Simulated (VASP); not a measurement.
# Cd (C2) in VASP: single point with PBEsol

Aim: the single point of Cd with PBEsol.

Program: VASP 6.6.1. These are calculated values, not measurements. Logs are shortened: lines on timing, memory, paths and dates and some standing lists are left out, and cuts for length are marked.

## (1) The cell of the first run

The structure is monoclinic, space group C2 (No. 5). The conventional cell has a = 5.835 Å, b = 3.242 Å, c = 10.538 Å, α = 90.00°, β = 91.33°, γ = 90.00°. Within 3.9 Å of Cd (site symmetry 2) lie 12 Cd at 2.96 to 3.54 Å. Within 3.9 Å of Cd (site symmetry 1) lie 12 Cd at 2.96 to 3.54 Å. Within 4.2 Å of Cd (site symmetry 2) lie 12 Cd at 3.23 to 3.34 Å.

## (2) Single point, PBEsol (strained and its atoms moved)

Input file INCAR:

```
SYSTEM = Cd
  ALGO = Fast
  EDIFF = 1E-6
  ENCUT = 520
  GGA = PS
  ISIF = 2
  ISMEAR = 0
  LASPH = .True.
  LCHARG = .True.
  LELF = .True.
  LREAL = .False.
  LVHAR = .True.
  LWAVE = .False.
  NBANDS = 32
  NELM = 60
  PREC = Accurate
  SIGMA = 0.1
```

Input file KPOINTS:

```
k-points
0
Gamma
  14 14 4
  0 0 0
```

Input file POSCAR:

```
Cd
1.0
    3.2415348840      0.0000000000      0.0000000000
   -1.6207674420      2.9173986789      0.0326262633
    0.0000000000      0.1270463762     10.5375477065
Cd
4
Direct
    0.1347927477      0.0000000000      0.0000000000
    0.2756718837      0.6362651327      0.2453924003
   -0.0498713924      0.0000000000      0.5000000000
    0.6394067610      0.3637348673      0.7546075997
```

Potentials or basis: VASP PAW PBE potentials, release 64 (Cd).

On the command line:

```sh
$ cat potpaw_PBE.64/Cd/POTCAR > POTCAR
$ mpirun -np 1 vasp_std > vasp.out
```

OUTCAR:

```text
SYSTEM = Cd
   EDIFF = 1E-6
   ENCUT = 520
   GGA = PS
   ISIF = 2
   ISMEAR = 0
   LASPH = .True.
   LREAL = .False.
   NELM = 60
   PREC = Accurate

 ion  position               nearest neighbor table
   1  0.135  0.000  0.000-   2 2.96   4 2.96   4 3.27   2 3.27   4 3.54   2 3.54
   2  0.276  0.636  0.245-   1 2.96   3 3.23   1 3.27   3 3.32   3 3.34   1 3.54
   3  0.950  0.000  0.500-   2 3.23   4 3.23   4 3.32   2 3.32   2 3.34   4 3.34
   4  0.639  0.364  0.755-   1 2.96   3 3.23   1 3.27   3 3.32   3 3.34   1 3.54

  LATTYP: Found a base centered monoclinic cell.
 ALAT       =     5.8351622170
 B/A-ratio  =     0.5555175269
 C/A-ratio  =     1.8060018139
 COS(beta)  =    -0.0232367398

  Lattice vectors:

 A1 = (  -1.6207674420,  -2.9173986789,  -0.0326262633)
 A2 = (   1.6207674420,  -2.9173986789,  -0.0326262633)
 A3 = (   0.0000000000,   0.1270463762,  10.5375477065)

Analysis of symmetry for initial positions (statically):
=====================================================================
 Subroutine PRICEL returns:
 Original cell was already a primitive cell.

 Routine SETGRP: Setting up the symmetry group for a
 base centered monoclinic supercell.

 Subroutine GETGRP returns: Found  2 space group operations
 (whereof  2 operations were pure point group operations)
 out of a pool of  4 trial point group operations.

The static configuration has the point symmetry C_2 .

Analysis of symmetry for dynamics (positions and initial velocities):
=====================================================================
 Subroutine PRICEL returns:
 Original cell was already a primitive cell.

 Routine SETGRP: Setting up the symmetry group for a
 base centered monoclinic supercell.

 Subroutine GETGRP returns: Found  2 space group operations
 (whereof  2 operations were pure point group operations)
 out of a pool of  4 trial point group operations.

The dynamic configuration has the point symmetry C_2 .

 Subroutine INISYM returns: Found  2 space group operations
 (whereof  2 operations are pure point group operations),
 and found     1 'primitive' translations

----------------------------------------------------------------------------------------

                                     Primitive cell

  volume of cell :      99.6386

  direct lattice vectors                    reciprocal lattice vectors
     3.241534884  0.000000000  0.000000000     0.308495832  0.171408669 -0.002066596
    -1.620767442  2.917398679  0.032626263     0.000000000  0.342817339 -0.004133191
     0.000000000  0.127046376 10.537547706     0.000000000 -0.001061428  0.094911537

  length of vectors
     3.241534884  3.337539007 10.538313549     0.352923336  0.342842254  0.094917472

  position of ions in fractional coordinates (direct lattice)
     0.134792748  0.000000000  0.000000000
     0.275671884  0.636265133  0.245392400
     0.950128608  0.000000000  0.500000000
     0.639406761  0.363734867  0.754607600

  ion indices of the primitive-cell ions
   primitive index   ion index
                 1           1
                 2           2
                 3           3
                 4           4

----------------------------------------------------------------------------------------

 KPOINTS: k-points

Automatic generation of k-mesh.
 Grid dimensions read from file:
 generate k-points for:   14   14    4

 Generating k-lattice:

  Cartesian coordinates                     Fractional coordinates (reciprocal lattice)
     0.022035417  0.012243476 -0.000147614     0.071428571  0.000000000  0.000000000
     0.000000000  0.024486953 -0.000295228     0.000000000  0.071428571  0.000000000
     0.000000000 -0.000265357  0.023727884     0.000000000 -0.000000000  0.250000000

  Length of vectors
     0.025208810  0.024488732  0.023729368

  Shift w.r.t. Gamma in fractional coordinates (k-lattice)
     0.000000000  0.000000000  0.000000000

 Subroutine IBZKPT returns following result:
 ===========================================

 Found    219 irreducible k-points:

 Following reciprocal coordinates:
            Coordinates               Weight
  0.000000  0.000000  0.000000      1.000000
  0.071429  0.000000 -0.000000      4.000000
  0.142857 -0.000000 -0.000000      4.000000
  0.214286  0.000000 -0.000000      4.000000
  0.285714  0.000000 -0.000000      4.000000
  0.357143  0.000000  0.000000      4.000000
[... 16 lines left out ...]
  0.071429  0.142857 -0.000000      4.000000
  0.142857  0.142857  0.000000      4.000000
 [... further k-points ...]
   k-points           NKPTS =    219   k-points in BZ     NKDIM =    219   number of bands    NBANDS=     32
   number of dos      NEDOS =    301   number of ions     NIONS =      4
   total plane-waves  NPLWV =  53760
   dimension x,y,z NGX =    24 NGY =   28 NGZ =   80
   dimension x,y,z NGXF=    48 NGYF=   56 NGZF=  160
   ions per type =               4
   NGX,Y,Z   is equivalent  to a cutoff of  12.31, 13.95, 12.62 a.u.
   NGXF,Y,Z  is equivalent  to a cutoff of  24.62, 27.89, 25.24 a.u.
 SYSTEM =  Cd
   PREC   = accura    normal or accurate (medium, high low for compatibility)
   ISTART =      0    job   : 0-new  1-cont  2-samecut
   ICHARG =      2    charge: 1-file 2-atom 10-const
   ISPIN  =      1    spin polarized calculation?
   LNONCOLLINEAR =      F non collinear calculations
   LSORBIT =      F    spin-orbit coupling
   LASPH  =      T    aspherical Exc in radial PAW
   ENCUT  =  520.0 eV  38.22 Ry    6.18 a.u.   6.03  6.21 19.59*2*pi/ulx,y,z
   NELM   =     60;   NELMIN=  2; NELMDL= -5     # of ELM steps
   EDIFF  = 0.1E-05   stopping-criterion for ELM
   LREAL  =      F    real-space projection
   EDIFFG = 0.1E-04   stopping-criterion for IOM
   NSW    =      0    number of steps for IOM
   IBRION =     -1    ionic relax: 0-MD 1-quasi-New 2-CG
   NFREE  =      0    steps in history (QN), initial steepest desc. (CG)
   ISIF   =      2    stress and relaxation
   ISYM   =      2    0-nonsym 1-usesym 2-fastsym
   POTIM  = 0.5000    time-step for ionic-motion
   TEBEG  =    0.0;   TEEND  =   0.0 temperature during run
   PSTRESS=    0.0 pullay stress
   NELECT =      48.0000    total number of electrons
   NUPDOWN=      -1.0000    fix difference up-down
   EMIN   =  10.00;   EMAX   =-10.00  energy-range for DOS
   EFERMI =   0.00;   METHOD = LEGACY
   ISMEAR =     0;   SIGMA  =   0.10  broadening in eV -4-tet -1-fermi 0-gaus
   EFERMI_NEDOS =   21; number of points for ismear=-14 and -15
   IALGO  =     68    algorithm
   IMIX   =      4    mixing-type and parameters
     AMIX     =   0.40;   BMIX     =  1.00
     AMIX_MAG =   1.60;   BMIX_MAG =  1.00
  volume/ion in A,a.u.               =      24.91       168.10
  Fermi-wavevector in a.u.,A,eV,Ry     =   1.283353  2.425185 22.408722  1.646995
  Thomas-Fermi vector in A             =   2.415611
   LORBIT       =      0    0 simple, 1 ext, 2 COOP (PROOUT), +10 PAW based schemes
   GGA     = PS    functional components
   LHFCALC =     F    Hartree Fock is set to
   AEXX    =    0.0000 exact exchange contribution
   IVDW    =     0    specifies the selected vdW correction
   LEPSILON=     F    determine dielectric tensor
   LRPA    =     F    only Hartree local field effects (RPA)
 non-spin polarized calculation
 RMM-DIIS sequential band-by-band and
 Gauss-broadening in eV      SIGMA  =   0.10
  energy-cutoff  :      520.00
  volume of cell :       99.64
 maximum number of plane-waves:      2704
   NGX = 13   NGY = 13   NGZ = 39

 number of electron      48.0000005 magnetization

 Free energy of the ion-electron system (eV)
  ---------------------------------------------------
  ext. energy  EPLUGINS =         0.00000000
  ---------------------------------------------------
  free energy    TOTEN  =        -4.34046658 eV

  energy without entropy =       -4.33233184  energy(sigma->0) =       -4.33639921

 E-fermi :   1.7729     XC(G=0): -10.4735

 val. band max:        1.7709647685   @ k =   0.4286   0.0714  -0.0000
 cond. band min:       1.7938145602   @ k =  -0.2857   0.0714   0.0000
 fundamental gap:      0.0228497917
 Fermi energy:         1.7728736948

 k-point     1 :       0.0000    0.0000    0.0000
  band No.  band energies     occupation
      1      -7.3316      2.00000
      2      -7.2170      2.00000
      3      -7.2091      2.00000
      4      -7.0779      2.00000
      5      -7.0520      2.00000
      6      -7.0245      2.00000
[... 24 lines left out ...]
     31      13.5806      0.00000
     32      13.7276      0.00000

 k-point     2 :       0.0714    0.0000   -0.0000
  band No.  band energies     occupation
      1      -7.3122      2.00000
      2      -7.2054      2.00000
      3      -7.1938      2.00000
      4      -7.0620      2.00000
      5      -7.0376      2.00000
      6      -7.0088      2.00000
[... 24 lines left out ...]
     31      12.8995      0.00000
     32      13.0973      0.00000

 k-point     3 :       0.1429   -0.0000   -0.0000
  band No.  band energies     occupation
      1      -7.2818      2.00000
      2      -7.1867      2.00000
      3      -7.1632      2.00000
      4      -7.0480      2.00000
      5      -7.0245      2.00000
      6      -6.9815      2.00000
[... 24 lines left out ...]
     31      10.9600      0.00000
     32      11.9970      0.00000

 k-point     4 :       0.2143    0.0000   -0.0000
  band No.  band energies     occupation
      1      -7.2943      2.00000
      2      -7.1995      2.00000
      3      -7.1608      2.00000
      4      -7.0911      2.00000
      5      -7.0571      2.00000
      6      -6.9761      2.00000
[... 24 lines left out ...]
     31       9.7424      0.00000
     32      11.1452      0.00000

 k-point     5 :       0.2857    0.0000   -0.0000
  band No.  band energies     occupation
      1      -7.3454      2.00000
      2      -7.2606      2.00000
      3      -7.2196      2.00000
      4      -7.1529      2.00000
      5      -7.1261      2.00000
      6      -7.0014      2.00000
[... 584 lines left out ...]
     31      11.8370      0.00000
     32      11.9051      0.00000

 k-point    22 :       0.0000    0.1429   -0.0000
  band No.  band energies     occupation
      1      -7.2705      2.00000
      2      -7.2204      2.00000
      3      -7.1726      2.00000
      4      -7.1074      2.00000
      5      -7.0884      2.00000
      6      -7.0210      2.00000
[... 24 lines left out ...]
     31      11.6311      0.00000
     32      12.4147      0.00000

 k-point    23 :       0.0714    0.1429   -0.0000
  band No.  band energies     occupation
      1      -7.2563      2.00000
      2      -7.2231      2.00000
      3      -7.1497      2.00000
      4      -7.1121      2.00000
      5      -7.1038      2.00000
      6      -7.0327      2.00000
[... 24 lines left out ...]
     31       9.8969      0.00000
     32      11.1132      0.00000

 k-point    24 :       0.1429    0.1429    0.0000
  band No.  band energies     occupation
      1      -7.2728      2.00000
      2      -7.2104      2.00000
      3      -7.1438      2.00000
      4      -7.1157      2.00000
      5      -7.0986      2.00000
      6      -7.0570      2.00000
[... 24 lines left out ...]
     31       8.9371      0.00000
     32       9.1849      0.00000

 [... further k-points ...]
[... 5 lines left out ...]
  --------------------------------------------------------------------------------------
  -------------------------------------------------------------------------------------
  Total       -3.2855356     -3.5346368     -3.1572367      0.0000000     -0.1672070      0.0000000
  in kB      -52.8310551    -56.8365747    -50.7680230      0.0000000     -2.6886698      0.0000000
  external PRESSURE =     -53.4785509 kB  Pullay stress =       0.0000000 kB

 VOLUME and BASIS-vectors are now :
 -----------------------------------------------------------------------------
  energy-cutoff  :      520.00
  volume of cell :       99.64
      direct lattice vectors                 reciprocal lattice vectors
     3.241534884  0.000000000  0.000000000     0.308495832  0.171408669 -0.002066596
    -1.620767442  2.917398679  0.032626263     0.000000000  0.342817339 -0.004133191
     0.000000000  0.127046376 10.537547706     0.000000000 -0.001061428  0.094911537

 POSITION                                       TOTAL-FORCE (eV/Angst)
 -----------------------------------------------------------------------------------
      0.43694      0.00000      0.00000        -0.101844     -0.000000      0.000000
     -0.13764      1.88742      2.60659         0.055187     -0.012433      0.172750
      3.07988      0.06352      5.26877        -0.008530      0.000000      0.000000
      1.48313      1.15703      7.96358         0.055187      0.012433     -0.172750
 -----------------------------------------------------------------------------------
    total drift:                                0.000145     -0.000002     -0.000004

  FREE ENERGIE OF THE ION-ELECTRON SYSTEM (eV)
  ---------------------------------------------------
  free  energy   TOTEN  =        -4.3404665798 eV

  energy  without entropy=       -4.3323318448  energy(sigma->0) =       -4.33639921
```

Run time: 12 min. Hardware: 1 thread of Oxide Virtual Turin-like, shared host; peak memory 0.55 GiB.

What came out:

```
Free energy            : -4.3405 eV
Pressure               : -5.3 GPa
Largest force          : 0.182 eV/Å
Band gap on the k mesh : zero (band 24 reaches 2.89 eV, above the bottom of band 25 at 0.54 eV)
```

Forces on the atoms (eV/Å):
```
Cd  -0.102  0.000  0.000
Cd   0.055 -0.012  0.173
Cd  -0.009  0.000  0.000
Cd   0.055  0.012 -0.173
```

Stress tensor (GPa, compression positive):
```
-5.28  0.00  0.00
 0.00 -5.68 -0.27
 0.00 -0.27 -5.08
```

Caveat: the cell differs from its parent crystal (strained and its atoms moved); the PAW data sets were made with another functional, which shifts forces and pressure a little.
